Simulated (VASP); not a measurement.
# BaZnSbF (P4/nmm) in VASP: notebook, part 2 of 2

VASP 6.6.1. The steps go on from the part before.

## (3) Single point, PBE (25.45 Å³/atom)

This run uses another cell than the first one, of 25.45 Å³/atom.

INCAR

```
PREC = Accurate ; ENCUT = 600
EDIFF = 1E-6 ; ISMEAR = -1
SIGMA = 0.02 ; LREAL = False
LASPH = True ; NELM = 120
ALGO = Normal ; ISIF = 2
LWAVE = False ; LCHARG = False
GGA = PE ; NBANDS = 44
GGA_COMPAT = False
```

KPOINTS

```
Automatic mesh
0
Gamma
  6 6 2
```

POSCAR

```
BaZnSbF
1.0
    4.5255418669      0.0000000000      0.0000000000
    0.0000000000      4.5255418669      0.0000000000
    0.0000000000      0.0000000000      9.9422641646
Ba Zn Sb F
2 2 2 2
Direct
    0.0000000000      0.5000000000      0.3503227621
    0.5000000000      0.0000000000      0.6496772379
    0.5000000000      0.5000000000      0.0000000000
    0.0000000000      0.0000000000      0.0000000000
    0.5000000000      0.0000000000      0.1662770925
    0.0000000000      0.5000000000      0.8337229075
    0.5000000000      0.5000000000      0.5000000000
    0.0000000000      0.0000000000      0.5000000000
```

Potentials or basis: VASP PAW PBE potentials, release 64 (Ba_sv, Zn, Sb, F).

On the command line:

```
> cat potpaw_PBE.64/Ba_sv/POTCAR potpaw_PBE.64/Zn/POTCAR potpaw_PBE.64/Sb/POTCAR potpaw_PBE.64/F/POTCAR > POTCAR
> mpirun -np 1 vasp_std > vasp.out
```

OUTCAR:

```text
PREC = Accurate
   ENCUT = 600
   EDIFF = 1E-6
   ISMEAR = -1
   LREAL = False
   LASPH = True
   NELM = 120
   ISIF = 2
   GGA = PE

 ion  position               nearest neighbor table
   1  0.000  0.500  0.350-   7 2.71   8 2.71   8 2.71   7 2.71   5 3.69   5 3.69   5 3.69   5 3.69
                             2 4.37   2 4.37   2 4.37   2 4.37
   2  0.500  0.000  0.650-   7 2.71   8 2.71   7 2.71   8 2.71   6 3.69   6 3.69   6 3.69   6 3.69
                             1 4.37   1 4.37   1 4.37   1 4.37
   3  0.500  0.500  0.000-   5 2.80   6 2.80   5 2.80   6 2.80
   4  0.000  0.000  0.000-   5 2.80   6 2.80   6 2.80   5 2.80
   5  0.500  0.000  0.166-   3 2.80   4 2.80   3 2.80   4 2.80   1 3.69   1 3.69   1 3.69   1 3.69

   6  0.000  0.500  0.834-   3 2.80   4 2.80   4 2.80   3 2.80   2 3.69   2 3.69   2 3.69   2 3.69

   7  0.500  0.500  0.500-   1 2.71   2 2.71   2 2.71   1 2.71
   8  0.000  0.000  0.500-   1 2.71   2 2.71   1 2.71   2 2.71

  LATTYP: Found a simple tetragonal cell.
 ALAT       =     4.5255418669
 C/A-ratio  =     2.1969223702

  Lattice vectors:

 A1 = (   4.5255418669,   0.0000000000,   0.0000000000)
 A2 = (   0.0000000000,   4.5255418669,   0.0000000000)
 A3 = (   0.0000000000,   0.0000000000,   9.9422641646)

Analysis of symmetry for initial positions (statically):
=====================================================================
 Subroutine PRICEL returns:
 Original cell was already a primitive cell.

 Routine SETGRP: Setting up the symmetry group for a
 simple tetragonal supercell.

 Subroutine GETGRP returns: Found 16 space group operations
 (whereof  8 operations were pure point group operations)
 out of a pool of 16 trial point group operations.

The static configuration has the point symmetry D_2d.
 The point group associated with its full space group is D_4h.

Analysis of symmetry for dynamics (positions and initial velocities):
=====================================================================
 Subroutine PRICEL returns:
 Original cell was already a primitive cell.
[... 140 lines left out ...]
   LORBIT       =      0    0 simple, 1 ext, 2 COOP (PROOUT), +10 PAW based schemes
   GGA     = PE    functional components
   LHFCALC =     F    Hartree Fock is set to
   AEXX    =    0.0000 exact exchange contribution
   IVDW    =     0    specifies the selected vdW correction
   LEPSILON=     F    determine dielectric tensor
   LRPA    =     F    only Hartree local field effects (RPA)
 non-spin polarized calculation
  energy-cutoff  :      600.00
  volume of cell :      203.62
 maximum number of plane-waves:      6832
   NGX = 19   NGY = 19   NGZ = 39

 number of electron      68.0000062 magnetization

 Free energy of the ion-electron system (eV)
  ---------------------------------------------------
  ext. energy  EPLUGINS =         0.00000000
  ---------------------------------------------------
  free energy    TOTEN  =       -32.21233162 eV

  energy without entropy =      -32.21035614  energy(sigma->0) =      -32.21134388

 E-fermi :   3.6354     XC(G=0):  -9.2102

 val. band max:        3.6257911606   @ k =   0.0000   0.0000   0.5000
 cond. band min:       3.6377795222   @ k =   0.0000   0.0000   0.0000
 fundamental gap:      0.0119883616
 Fermi energy:         3.6354250611

 k-point     1 :       0.0000    0.0000    0.0000
  band No.  band energies     occupation
      1     -24.5142      2.00000
      2     -24.3952      2.00000
      3     -20.1915      2.00000
      4     -20.1430      2.00000
      5      -9.6965      2.00000
      6      -9.6965      2.00000
[... 929 lines left out ...]
     43       9.5580      0.00000
     44       9.5853      0.00000

------------------------ aborting loop because EDIFF is reached ----------------------------------------

  FORCE on cell =-STRESS in cart. coord.  units (eV):
  Direction    XX          YY          ZZ          XY          YZ          ZX
  --------------------------------------------------------------------------------------
  -------------------------------------------------------------------------------------
  Total       -1.1575486     -1.1575486     -1.0131147      0.0000000      0.0000000      0.0000000
  in kB       -9.1080066     -9.1080066     -7.9715488      0.0000000      0.0000000      0.0000000
  external PRESSURE =      -8.7291874 kB  Pullay stress =       0.0000000 kB

 VOLUME and BASIS-vectors are now :
 -----------------------------------------------------------------------------
  energy-cutoff  :      600.00
  volume of cell :      203.62
      direct lattice vectors                 reciprocal lattice vectors
     4.525541867  0.000000000  0.000000000     0.220968014  0.000000000  0.000000000
     0.000000000  4.525541867  0.000000000     0.000000000  0.220968014  0.000000000
     0.000000000  0.000000000  9.942264165     0.000000000  0.000000000  0.100580711

 POSITION                                       TOTAL-FORCE (eV/Angst)
 -----------------------------------------------------------------------------------
      0.00000      2.26277      3.48300        -0.000000     -0.000000      0.008718
      2.26277      0.00000      6.45926         0.000000      0.000000     -0.008718
      2.26277      2.26277      0.00000         0.000000     -0.000000      0.000000
      0.00000      0.00000      0.00000         0.000000      0.000000      0.000000
      2.26277      0.00000      1.65317         0.000000     -0.000000     -0.136797
      0.00000      2.26277      8.28909         0.000000      0.000000      0.136797
      2.26277      2.26277      4.97113        -0.000000      0.000000      0.000000
      0.00000      0.00000      4.97113         0.000000     -0.000000      0.000000
 -----------------------------------------------------------------------------------
    total drift:                                0.000000      0.000000      0.000000

  FREE ENERGIE OF THE ION-ELECTRON SYSTEM (eV)
  ---------------------------------------------------
  free  energy   TOTEN  =       -32.2123316240 eV

  energy  without entropy=      -32.2103561397  energy(sigma->0) =      -32.21134388
```

It took 5.5 min on 1 thread of Oxide Virtual Turin-like, shared host; peak memory 0.42 GiB.

What came out:

```
Free energy            : -32.2123 eV
Pressure               : -0.9 GPa
Largest force          : 0.137 eV/Å
Band gap on the k mesh : zero (bands 34 and 35 overlap by 0.01 eV)
```

Forces in eV/Å, atoms in the order of the input:
```
Ba   0.000  0.000  0.009
Ba   0.000  0.000 -0.009
Zn   0.000  0.000  0.000
Zn   0.000  0.000  0.000
Sb   0.000  0.000 -0.137
Sb   0.000  0.000  0.137
F    0.000  0.000  0.000
F    0.000  0.000  0.000
```

Stress tensor (GPa, compression positive):
```
-0.91  0.00  0.00
 0.00 -0.91  0.00
 0.00  0.00 -0.80
```

Caveat: semilocal functionals underestimate gaps, and a narrow one can read as zero; spin-orbit coupling is left out, which moves the levels of the heavy elements.
